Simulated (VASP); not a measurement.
# CsBr (P4mm) in VASP: single point with PBE

Aim: the single point of CsBr with PBE.

All numbers are computed with VASP 6.6.1; they aren't measurements. Logs are shortened: lines on timing, memory, paths and dates and some standing lists are left out, and cuts for length are marked.

### Step 1. The cell of the first run

Symmetry: P4mm, No. 99, tetragonal system. Conventional cell: a = 4.286 Å, b = 4.286 Å, c = 4.286 Å, α = 90.00°, β = 90.00°, γ = 90.00°. Cs (site symmetry 4mm) has 8 Br at 3.71 to 3.72 Å and 6 Cs at 4.29 Å within 4.9 Å. Within 4.9 Å of Br (site symmetry 4mm) lie 8 Cs at 3.71 to 3.72 Å and 6 Br at 4.29 Å.

### Step 2. Single point, PBE

The input, INCAR:

```
SYSTEM = CsBr
ALGO     = Normal         ! electronic algorithm
EDIFF    = 1E-6           ! SCF threshold, eV
ENCUT    = 500            ! plane-wave cutoff, eV
GGA      = PE             ! functional
GGA_COMPAT= .False.      
ISIF     = 2              ! what is computed and relaxed
ISMEAR   = 0              ! smearing method
LASPH    = .True.         ! aspherical terms in the spheres
LCHARG   = .False.        ! write CHGCAR
LREAL    = .False.        ! projectors in reciprocal space
LWAVE    = .False.        ! write WAVECAR
NBANDS   = 15             ! bands
NELM     = 120            ! most SCF steps
PREC     = Accurate       ! precision mode
SIGMA    = 0.01           ! smearing width, eV
```

The input, KPOINTS:

```
k-points
0
Gamma
  4 4 4
  0 0 0
```

The input, POSCAR:

```
CsBr
1.0
    4.2860000000      0.0000000000      0.0000000000
    0.0000000000      4.2860000000      0.0000000000
    0.0000000000      0.0000000000      4.2860000000
Cs Br
1 1
Direct
    0.0000000000      0.0023331778      0.0000000000
    0.5000000000      0.5000000000      0.5000000000
```

Potentials or basis: VASP PAW PBE potentials, release 64 (Cs_sv, Br).

Launch:

```
> cat potpaw_PBE.64/Cs_sv/POTCAR potpaw_PBE.64/Br/POTCAR > POTCAR
> mpirun -np 1 vasp_std > vasp.out
```

OUTCAR:

```text
SYSTEM = CsBr
   EDIFF = 1E-6
   ENCUT = 500
   GGA = PE
   ISIF = 2
   ISMEAR = 0
   LASPH = .True.
   LREAL = .False.
   NELM = 120
   PREC = Accurate

 ion  position               nearest neighbor table
   1  0.000  0.002  0.000-
   2  0.500  0.500  0.500-

  LATTYP: Found a simple cubic cell.
 ALAT       =     4.2860000000

  Lattice vectors:

 A1 = (   4.2860000000,   0.0000000000,   0.0000000000)
 A2 = (   0.0000000000,   4.2860000000,   0.0000000000)
 A3 = (   0.0000000000,   0.0000000000,   4.2860000000)

Analysis of symmetry for initial positions (statically):
=====================================================================
 Subroutine PRICEL returns:
 Original cell was already a primitive cell.

 Routine SETGRP: Setting up the symmetry group for a
 simple cubic supercell.

 Subroutine GETGRP returns: Found  8 space group operations
 (whereof  8 operations were pure point group operations)
 out of a pool of 48 trial point group operations.

The static configuration has the point symmetry C_4v.

Analysis of symmetry for dynamics (positions and initial velocities):
=====================================================================
 Subroutine PRICEL returns:
 Original cell was already a primitive cell.

 Routine SETGRP: Setting up the symmetry group for a
 simple cubic supercell.

 Subroutine GETGRP returns: Found  8 space group operations
 (whereof  8 operations were pure point group operations)
 out of a pool of 48 trial point group operations.

The dynamic configuration has the point symmetry C_4v.

 Subroutine INISYM returns: Found  8 space group operations
 (whereof  8 operations are pure point group operations),
 and found     1 'primitive' translations

----------------------------------------------------------------------------------------

                                     Primitive cell

  volume of cell :      78.7329

  direct lattice vectors                    reciprocal lattice vectors
     4.286000000  0.000000000  0.000000000     0.233317779  0.000000000  0.000000000
     0.000000000  4.286000000  0.000000000     0.000000000  0.233317779  0.000000000
     0.000000000  0.000000000  4.286000000     0.000000000  0.000000000  0.233317779

  length of vectors
     4.286000000  4.286000000  4.286000000     0.233317779  0.233317779  0.233317779

  position of ions in fractional coordinates (direct lattice)
     0.000000000  0.002333178  0.000000000
     0.500000000  0.500000000  0.500000000

  ion indices of the primitive-cell ions
[... 78 lines left out ...]
   PSTRESS=    0.0 pullay stress
   NELECT =      16.0000    total number of electrons
   NUPDOWN=      -1.0000    fix difference up-down
   EMIN   =  10.00;   EMAX   =-10.00  energy-range for DOS
   EFERMI =   0.00;   METHOD = LEGACY
   ISMEAR =     0;   SIGMA  =   0.01  broadening in eV -4-tet -1-fermi 0-gaus
   EFERMI_NEDOS =   21; number of points for ismear=-14 and -15
   IALGO  =     38    algorithm
   IMIX   =      4    mixing-type and parameters
     AMIX     =   0.40;   BMIX     =  1.00
     AMIX_MAG =   1.60;   BMIX_MAG =  1.00
  volume/ion in A,a.u.               =      39.37       265.66
  Fermi-wavevector in a.u.,A,eV,Ry     =   0.962489  1.818841 12.604247  0.926386
  Thomas-Fermi vector in A             =   2.091953
   LORBIT       =      0    0 simple, 1 ext, 2 COOP (PROOUT), +10 PAW based schemes
   GGA     = PE    functional components
   LHFCALC =     F    Hartree Fock is set to
   AEXX    =    0.0000 exact exchange contribution
   IVDW    =     0    specifies the selected vdW correction
   LEPSILON=     F    determine dielectric tensor
   LRPA    =     F    only Hartree local field effects (RPA)
 non-spin polarized calculation
 Gauss-broadening in eV      SIGMA  =   0.01
  energy-cutoff  :      500.00
  volume of cell :       78.73
 maximum number of plane-waves:      2016
 NGX is ok and might be reduce to    32
   NGX = 15   NGY = 15   NGZ = 15

 number of electron      15.9999998 magnetization

 Free energy of the ion-electron system (eV)
  ---------------------------------------------------
  ext. energy  EPLUGINS =         0.00000000
  ---------------------------------------------------
  free energy    TOTEN  =        -6.00333055 eV

  energy without entropy =       -6.00333055  energy(sigma->0) =       -6.00333055

 E-fermi :  -0.2440     XC(G=0):  -8.0741

 val. band max:       -0.2967930278   @ k =   0.0000   0.0000   0.0000
 cond. band min:       4.2206944197   @ k =   0.0000   0.0000   0.0000
 fundamental gap:      4.5174874475
 Fermi energy:        -0.2440465978

 k-point     1 :       0.0000    0.0000    0.0000
  band No.  band energies     occupation
      1     -20.0754      2.00000
      2     -12.6637      2.00000
      3      -6.6684      2.00000
      4      -6.6684      2.00000
      5      -6.6684      2.00000
      6      -0.2969      2.00000
      7      -0.2968      2.00000
      8      -0.2968      2.00000
      9       4.2207      0.00000
     10       4.6161      0.00000
     11       4.6163      0.00000
     12       8.8256      0.00000
     13       8.8258      0.00000
     14       8.8258      0.00000
[... 293 lines left out ...]
      2     -12.4835      2.00000
      3      -7.0727      2.00000
      4      -7.0727      2.00000
      5      -7.0727      2.00000
      6      -1.4782      2.00000
      7      -1.4781      2.00000
      8      -1.4781      2.00000
      9       8.0292      0.00000
     10       8.0292      0.00000
     11       8.0299      0.00000
     12       8.8834      0.00000
     13       8.8840      0.00000
     14       8.8840      0.00000
     15      11.0511      0.00000

------------------------ aborting loop because EDIFF is reached ----------------------------------------

  FORCE on cell =-STRESS in cart. coord.  units (eV):
  Direction    XX          YY          ZZ          XY          YZ          ZX
  --------------------------------------------------------------------------------------
  -------------------------------------------------------------------------------------
  Total        0.5441443      0.5439432      0.5441443      0.0000000      0.0000000      0.0000000
  in kB       11.0730727     11.0689808     11.0730727      0.0000000      0.0000000      0.0000000
  external PRESSURE =      11.0717087 kB  Pullay stress =       0.0000000 kB

 VOLUME and BASIS-vectors are now :
 -----------------------------------------------------------------------------
  energy-cutoff  :      500.00
  volume of cell :       78.73
      direct lattice vectors                 reciprocal lattice vectors
     4.286000000  0.000000000  0.000000000     0.233317779  0.000000000  0.000000000
     0.000000000  4.286000000  0.000000000     0.000000000  0.233317779  0.000000000
     0.000000000  0.000000000  4.286000000     0.000000000  0.000000000  0.233317779

 POSITION                                       TOTAL-FORCE (eV/Angst)
 -----------------------------------------------------------------------------------
      0.00000      0.01000      0.00000         0.000000     -0.009064     -0.000000
      2.14300      2.14300      2.14300        -0.000000      0.009064      0.000000
 -----------------------------------------------------------------------------------
    total drift:                                0.000000     -0.000241      0.000000

  FREE ENERGIE OF THE ION-ELECTRON SYSTEM (eV)
  ---------------------------------------------------
  free  energy   TOTEN  =        -6.0033305515 eV

  energy  without entropy=       -6.0033305515  energy(sigma->0) =       -6.00333055
```

stdout:

```text
POSCAR found type information on POSCAR CsBr
 POSCAR found :  2 types and       2 ions
 scaLAPACK will be used
 LDA part: xc-table for (Slater+PW92), standard interpolation
 POSCAR, INCAR and KPOINTS ok, starting setup
 FFT: planning ... GRIDC
 FFT: planning ... GRID_SOFT
 FFT: planning ... GRID
 WAVECAR not read
 entering main loop
```

It took 15 s on 1 thread of AMD EPYC 7R13, shared host; peak memory 0.15 GiB.

What came out:

| Quantity | Value |
| --- | --- |
| Free energy | -6.0033 eV |
| Pressure | 1.1 GPa |
| Largest force | 0.009 eV/Å |
| Band gap on the k mesh | 4.52 eV |

Forces in eV/Å, atoms in the order of the input:
```
Cs   0.000 -0.009  0.000
Br   0.000  0.009  0.000
```

Levels at points of the mesh, in eV from the valence-band top:
```tsv
k point	band 5	band 6	band 7	band 8	band 9	band 10	band 11	band 12
(0.00, 0.00, 0.00)	-6.37	0.00	0.00	0.00	4.52	4.91	4.91	9.12
(0.50, 0.00, 0.00)	-6.26	-1.33	-0.21	-0.21	5.92	7.31	7.77	8.33
(0.00, 0.50, 0.00)	-6.26	-1.33	-0.21	-0.21	5.92	7.31	7.77	8.33
(0.50, 0.50, 0.00)	-6.20	-0.58	-0.58	0.00	5.27	5.50	7.23	7.23
(0.50, 0.00, 0.50)	-6.20	-0.57	-0.57	0.00	5.27	5.50	7.23	7.23
(0.50, 0.50, 0.50)	-6.78	-1.18	-1.18	-1.18	8.33	8.33	8.33	9.18
```

Caveat: spin-orbit coupling is left out, which moves the levels of the heavy elements.
